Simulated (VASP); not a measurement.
# Ta (Im-3m) in VASP: further runs

Ta is run at these levels: PBEsol; tasks: single point.

All numbers are computed with VASP 6.6.1; they aren't measurements. Logs are shortened: lines on timing, memory, paths and dates and some standing lists are left out, and cuts for length are marked.

**1. The cell of the first run**

It takes space group Im-3m (No. 229, cubic). Conventional cell: a = 3.254 Å, b = 3.254 Å, c = 3.254 Å, α = 90.00°, β = 90.00°, γ = 90.00°. Ta (site symmetry m-3m) has 14 Ta at 2.82 to 3.25 Å within 3.7 Å.

**2. Single point, PBEsol**

The input, INCAR:

```
SYSTEM = Ta
PREC     = Accurate       ! precision mode
ENCUT    = 520            ! plane-wave cutoff, eV
EDIFF    = 1E-6           ! SCF threshold, eV
ISMEAR   = -1             ! smearing method
SIGMA    = 0.05           ! smearing width, eV
LREAL    = .False.        ! projectors in reciprocal space
LASPH    = .True.         ! aspherical terms in the spheres
NELM     = 100            ! most SCF steps
ALGO     = Normal         ! electronic algorithm
ISIF     = 2              ! what is computed and relaxed
LWAVE    = .False.        ! write WAVECAR
LCHARG   = .False.        ! write CHGCAR
GGA      = PS             ! functional
NBANDS   = 12             ! bands
```

The input, KPOINTS:

```
regular mesh
0
Gamma
  11 11 11
  0 0 0
```

The input, POSCAR:

```
Ta
1.0
   -1.6270674281      1.6270674281      1.6270674281
    1.6270674281     -1.6270674281      1.6270674281
    1.6270674281      1.6270674281     -1.6270674281
Ta
1
Direct
    0.0000000000      0.0000000000      0.0000000000
```

Potentials or basis: VASP PAW PBE potentials, release 64 (Ta_pv).

Launch:

```console
> cat potpaw_PBE.64/Ta_pv/POTCAR > POTCAR
> mpirun -np 1 vasp_std > vasp.out
```

OUTCAR:

```text
SYSTEM = Ta
   PREC = Accurate
   ENCUT = 520
   EDIFF = 1E-6
   ISMEAR = -1
   LREAL = .False.
   LASPH = .True.
   NELM = 100
   ISIF = 2
   GGA = PS

 ion  position               nearest neighbor table
   1  0.000  0.000  0.000-

  LATTYP: Found a body centered cubic cell.
 ALAT       =     3.2541348562

  Lattice vectors:

 A1 = (  -1.6270674281,   1.6270674281,   1.6270674281)
 A2 = (   1.6270674281,  -1.6270674281,   1.6270674281)
 A3 = (   1.6270674281,   1.6270674281,  -1.6270674281)

Analysis of symmetry for initial positions (statically):
=====================================================================
 Subroutine PRICEL returns:
 Original cell was already a primitive cell.

 Routine SETGRP: Setting up the symmetry group for a
 body centered cubic supercell.

 Subroutine GETGRP returns: Found 48 space group operations
 (whereof 48 operations were pure point group operations)
 out of a pool of 48 trial point group operations.

The static configuration has the point symmetry O_h .

Analysis of symmetry for dynamics (positions and initial velocities):
=====================================================================
 Subroutine PRICEL returns:
 Original cell was already a primitive cell.

 Routine SETGRP: Setting up the symmetry group for a
 body centered cubic supercell.

 Subroutine GETGRP returns: Found 48 space group operations
 (whereof 48 operations were pure point group operations)
 out of a pool of 48 trial point group operations.

The dynamic configuration has the point symmetry O_h .

 Subroutine INISYM returns: Found 48 space group operations
 (whereof 48 operations are pure point group operations),
 and found     1 'primitive' translations

----------------------------------------------------------------------------------------

                                     Primitive cell

  volume of cell :      17.2297

  direct lattice vectors                    reciprocal lattice vectors
    -1.627067428  1.627067428  1.627067428     0.000000000  0.307301339  0.307301339
     1.627067428 -1.627067428  1.627067428     0.307301339  0.000000000  0.307301339
     1.627067428  1.627067428 -1.627067428     0.307301339  0.307301339  0.000000000

  length of vectors
     2.818163453  2.818163453  2.818163453     0.434589722  0.434589722  0.434589722

  position of ions in fractional coordinates (direct lattice)
     0.000000000  0.000000000  0.000000000

  ion indices of the primitive-cell ions
   primitive index   ion index
                 1           1

----------------------------------------------------------------------------------------

 KPOINTS: regular mesh

Automatic generation of k-mesh.
 Grid dimensions read from file:
 generate k-points for:   11   11   11

 Generating k-lattice:

  Cartesian coordinates                     Fractional coordinates (reciprocal lattice)
     0.000000000  0.027936485  0.027936485     0.090909091  0.000000000  0.000000000
     0.027936485  0.000000000  0.027936485     0.000000000  0.090909091  0.000000000
     0.027936485  0.027936485  0.000000000     0.000000000  0.000000000  0.090909091

  Length of vectors
     0.039508157  0.039508157  0.039508157

  Shift w.r.t. Gamma in fractional coordinates (k-lattice)
     0.000000000  0.000000000  0.000000000

 Subroutine IBZKPT returns following result:
 ===========================================

 Found     56 irreducible k-points:

 Following reciprocal coordinates:
            Coordinates               Weight
  0.000000  0.000000  0.000000      1.000000
  0.090909  0.000000  0.000000     12.000000
  0.181818  0.000000  0.000000     12.000000
  0.272727  0.000000  0.000000     12.000000
  0.363636  0.000000  0.000000     12.000000
  0.454545  0.000000  0.000000     12.000000
[... 16 lines left out ...]
  0.272727  0.181818  0.090909     48.000000
  0.363636  0.181818  0.090909     24.000000
 [... further k-points ...]
   k-points           NKPTS =     56   k-points in BZ     NKDIM =     56   number of bands    NBANDS=     12
   number of dos      NEDOS =    301   number of ions     NIONS =      1
   total plane-waves  NPLWV =  13824
   dimension x,y,z NGX =    24 NGY =   24 NGZ =   24
   dimension x,y,z NGXF=    48 NGYF=   48 NGZF=   48
   ions per type =               1
   NGX,Y,Z   is equivalent  to a cutoff of  14.16, 14.16, 14.16 a.u.
   NGXF,Y,Z  is equivalent  to a cutoff of  28.32, 28.32, 28.32 a.u.
 SYSTEM =  Ta
   PREC   = accura    normal or accurate (medium, high low for compatibility)
   ISTART =      0    job   : 0-new  1-cont  2-samecut
   ICHARG =      2    charge: 1-file 2-atom 10-const
   ISPIN  =      1    spin polarized calculation?
   LNONCOLLINEAR =      F non collinear calculations
   LSORBIT =      F    spin-orbit coupling
   LASPH  =      T    aspherical Exc in radial PAW
   ENCUT  =  520.0 eV  38.22 Ry    6.18 a.u.   5.24  5.24  5.24*2*pi/ulx,y,z
   NELM   =    100;   NELMIN=  2; NELMDL= -5     # of ELM steps
   EDIFF  = 0.1E-05   stopping-criterion for ELM
   LREAL  =      F    real-space projection
   EDIFFG = 0.1E-04   stopping-criterion for IOM
   NSW    =      0    number of steps for IOM
   IBRION =     -1    ionic relax: 0-MD 1-quasi-New 2-CG
   NFREE  =      0    steps in history (QN), initial steepest desc. (CG)
   ISIF   =      2    stress and relaxation
   ISYM   =      2    0-nonsym 1-usesym 2-fastsym
   POTIM  = 0.5000    time-step for ionic-motion
   TEBEG  =    0.0;   TEEND  =   0.0 temperature during run
   PSTRESS=    0.0 pullay stress
   NELECT =      11.0000    total number of electrons
   NUPDOWN=      -1.0000    fix difference up-down
   EMIN   =  10.00;   EMAX   =-10.00  energy-range for DOS
   EFERMI =   0.00;   METHOD = LEGACY
   ISMEAR =    -1;   SIGMA  =   0.05  broadening in eV -4-tet -1-fermi 0-gaus
   EFERMI_NEDOS =   21; number of points for ismear=-14 and -15
   IALGO  =     38    algorithm
   IMIX   =      4    mixing-type and parameters
     AMIX     =   0.40;   BMIX     =  1.00
     AMIX_MAG =   1.60;   BMIX_MAG =  1.00
  volume/ion in A,a.u.               =      17.23       116.27
  Fermi-wavevector in a.u.,A,eV,Ry     =   1.409657  2.663866 27.036591  1.987133
  Thomas-Fermi vector in A             =   2.531691
   LORBIT       =      0    0 simple, 1 ext, 2 COOP (PROOUT), +10 PAW based schemes
   GGA     = PS    functional components
   LHFCALC =     F    Hartree Fock is set to
   AEXX    =    0.0000 exact exchange contribution
   IVDW    =     0    specifies the selected vdW correction
   LEPSILON=     F    determine dielectric tensor
   LRPA    =     F    only Hartree local field effects (RPA)
 non-spin polarized calculation
  energy-cutoff  :      520.00
  volume of cell :       17.23
 maximum number of plane-waves:       474
 NGX is ok and might be reduce to    24
   NGX = 11   NGY = 11   NGZ = 11

 number of electron      11.0000000 magnetization

 Free energy of the ion-electron system (eV)
  ---------------------------------------------------
  ext. energy  EPLUGINS =         0.00000000
  ---------------------------------------------------
  free energy    TOTEN  =       -12.55425083 eV

  energy without entropy =      -12.54794132  energy(sigma->0) =      -12.55109608

 E-fermi :   5.6800     XC(G=0): -12.9574

 val. band max:        5.5985518775   @ k =  -0.4545  -0.4545   0.0909
 cond. band min:       5.7669927984   @ k =  -0.1818   0.2727   0.0909
 fundamental gap:      0.1684409209
 Fermi energy:         5.6800252347

 k-point     1 :       0.0000    0.0000    0.0000
  band No.  band energies     occupation
      1     -27.1645      2.00000
      2     -27.1645      2.00000
      3     -27.1645      2.00000
      4      -2.4142      2.00000
      5       6.4005      0.00000
      6       6.4005      0.00000
      7       6.4005      0.00000
      8       9.8318      0.00000
      9       9.8318      0.00000
     10      20.4953      0.00000
     11      20.9351      0.00000
     12      20.9351      0.00000

 k-point     2 :       0.0909    0.0000    0.0000
  band No.  band energies     occupation
      1     -27.2831      2.00000
      2     -27.2005      2.00000
      3     -27.1652      2.00000
      4      -2.0270      2.00000
      5       6.1511      0.00016
      6       6.3159      0.00001
      7       6.7841      0.00000
      8       9.4583      0.00000
      9       9.8338      0.00000
     10      20.4950      0.00000
     11      21.2763      0.00000
     12      21.6089      0.00000

 k-point     3 :       0.1818    0.0000    0.0000
  band No.  band energies     occupation
      1     -27.5915      2.00000
      2     -27.2960      2.00000
      3     -27.1674      2.00000
      4      -0.9888      2.00000
      5       5.5497      1.86261
      6       5.9191      0.01663
      7       7.9025      0.00000
      8       9.0925      0.00000
      9       9.8924      0.00000
     10      20.4931      0.00000
     11      21.7650      0.00000
     12      23.4695      0.00000

 k-point     4 :       0.2727    0.0000    0.0000
  band No.  band energies     occupation
      1     -27.9755      2.00000
      2     -27.4186      2.00000
      3     -27.1703      2.00000
      4       0.2678      2.00000
      5       4.8718      2.00000
      6       5.5155      1.92819
      7       9.3219      0.00000
      8       9.6501      0.00000
      9      10.0961      0.00000
     10      20.4843      0.00000
     11      20.8742      0.00000
     12      22.5912      0.00000

 k-point     5 :       0.3636    0.0000    0.0000
  band No.  band energies     occupation
      1     -28.3108      2.00000
      2     -27.5290      2.00000
      3     -27.1730      2.00000
      4       0.9931      2.00000
      5       4.3274      2.00000
      6       6.0446      0.00136
      7       9.7323      0.00000
      8      10.4482      0.00000
      9      11.7837      0.00000
     10      19.1730      0.00000
     11      20.0085      0.00000
     12      20.5786      0.00000
[... 228 lines left out ...]
      1     -27.3242      2.00000
      2     -27.2370      2.00000
      3     -27.2370      2.00000
      4      -1.6492      2.00000
      5       6.3172      0.00001
      6       6.3172      0.00001
      7       6.7668      0.00000
      8       8.6202      0.00000
      9      10.2644      0.00000
     10      20.4945      0.00000
     11      22.2564      0.00000
     12      22.2564      0.00000

 k-point    22 :       0.1818    0.1818    0.0909
  band No.  band energies     occupation
      1     -28.2240      2.00000
      2     -27.5145      2.00000
      3     -27.3477      2.00000
      4       2.1932      2.00000
      5       4.2529      2.00000
      6       4.4221      2.00000
      7       9.9283      0.00000
      8      10.5482      0.00000
      9      13.3053      0.00000
     10      19.5049      0.00000
     11      20.5348      0.00000
     12      21.7485      0.00000

 k-point    23 :       0.2727    0.1818    0.0909
  band No.  band energies     occupation
      1     -28.2872      2.00000
      2     -27.6959      2.00000
      3     -27.3815      2.00000
      4       2.7304      2.00000
      5       4.0574      2.00000
      6       5.1044      1.99998
      7      10.2191      0.00000
      8      10.8124      0.00000
      9      15.3631      0.00000
     10      16.6393      0.00000
     11      20.2001      0.00000
     12      20.5118      0.00000

 k-point    24 :       0.3636    0.1818    0.0909
  band No.  band energies     occupation
      1     -28.2911      2.00000
      2     -27.7863      2.00000
      3     -27.3909      2.00000
      4       2.7270      2.00000
      5       3.9959      2.00000
      6       5.8096      0.13943
      7      10.3148      0.00000
      8      10.9258      0.00000
      9      15.3087      0.00000
     10      16.3548      0.00000
     11      19.5519      0.00000
     12      20.5083      0.00000

 [... further k-points ...]
[... 5 lines left out ...]
  --------------------------------------------------------------------------------------
  -------------------------------------------------------------------------------------
  Total        0.5803562      0.5803562      0.5803562     -0.0000000     -0.0000000      0.0000000
  in kB       53.9670375     53.9670375     53.9670375     -0.0000000     -0.0000000      0.0000000
  external PRESSURE =      53.9670375 kB  Pullay stress =       0.0000000 kB

 VOLUME and BASIS-vectors are now :
 -----------------------------------------------------------------------------
  energy-cutoff  :      520.00
  volume of cell :       17.23
      direct lattice vectors                 reciprocal lattice vectors
    -1.627067428  1.627067428  1.627067428     0.000000000  0.307301339  0.307301339
     1.627067428 -1.627067428  1.627067428     0.307301339  0.000000000  0.307301339
     1.627067428  1.627067428 -1.627067428     0.307301339  0.307301339  0.000000000

 POSITION                                       TOTAL-FORCE (eV/Angst)
 -----------------------------------------------------------------------------------
      0.00000      0.00000      0.00000         0.000000      0.000000      0.000000
 -----------------------------------------------------------------------------------
    total drift:                               -0.000000      0.000000      0.000000

  FREE ENERGIE OF THE ION-ELECTRON SYSTEM (eV)
  ---------------------------------------------------
  free  energy   TOTEN  =       -12.5542508343 eV

  energy  without entropy=      -12.5479413233  energy(sigma->0) =      -12.55109608
```

Run time: 10 s. Hardware: 1 thread of AMD EPYC 7R13 (Zen 3), shared host; peak memory 0.11 GiB.

Results:

- Free energy: -12.5543 eV
- Pressure: 5.4 GPa

Levels at points of the mesh, in eV from the Fermi level:
| k point | band 1 | band 2 | band 3 | band 4 | band 5 | band 6 | band 7 | band 8 | band 9 | band 10 |
| --- | --- | --- | --- | --- | --- | --- | --- | --- | --- | --- |
| (0.00, 0.00, 0.00) | -32.84 | -32.84 | -32.84 | -8.09 | 0.72 | 0.72 | 0.72 | 4.15 | 4.15 | 14.82 |

Caveat: the PAW data sets were made with another functional, which shifts forces and pressure a little; spin-orbit coupling is left out, which moves the levels of the heavy elements.

(Continued in part 2 of 2.)
